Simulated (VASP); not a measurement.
A run of VASP 6.6.1:

File POSCAR:

```
SiTe2
1.0
    3.7360431716      0.0000000000      0.0000000000
   -1.8680215907      3.2355082994      0.0000000000
    0.0000000000      0.0000000000      6.9590787010
Si Te
1 2
Direct
    0.0000000000      0.0000000000      0.0000000000
    0.3333333333      0.6666666667      0.7734084000
    0.6666666667      0.3333333333      0.2265916000
```

The input INCAR.step1:

```
SYSTEM = SiTe2
PREC = Accurate
ENCUT = 520
ISMEAR = -1
SIGMA = 0.05
LREAL = .FALSE.
LASPH = .TRUE.
NELM = 100
NBANDS = 15
GGA = PE
ALGO = Normal
EDIFF = 1E-4
LWAVE = .TRUE.
LCHARG = .FALSE.
```

Contents of INCAR.step2:

```
SYSTEM = SiTe2
PREC = Accurate
ENCUT = 520
EDIFF = 1E-6
ISMEAR = -1
SIGMA = 0.05
LREAL = .FALSE.
LASPH = .TRUE.
NELM = 100
ALGO = Normal
ISIF = 2
LWAVE = .FALSE.
LCHARG = .FALSE.
METAGGA = R2SCAN
LMIXTAU = .TRUE.
NBANDS = 15
ISTART = 1
```

The input KPOINTS:

```
Automatic mesh
0
G
  5 5 3
  0 0 0
```

Potentials or basis: VASP PAW PBE potentials, release 64 (Si, Te).

Launch:

```bash
$ cat potpaw_PBE.64/Si/POTCAR potpaw_PBE.64/Te/POTCAR > POTCAR
$ cp INCAR.step1 INCAR
$ mpirun -np 1 vasp_std > vasp.out
$ cp INCAR.step2 INCAR
$ mpirun -np 1 vasp_std > vasp.out
```

Hardware: 1 thread of Intel(R) Xeon(R) Platinum 8488C (Sapphire Rapids), on a shared host.

Question: Estimate the wall time of this run.

Answer: Run time: 44 s on 1 thread of Intel(R) Xeon(R) Platinum 8488C (Sapphire Rapids) (shared host), peak memory 0.21 GiB. Counts: k points 12.
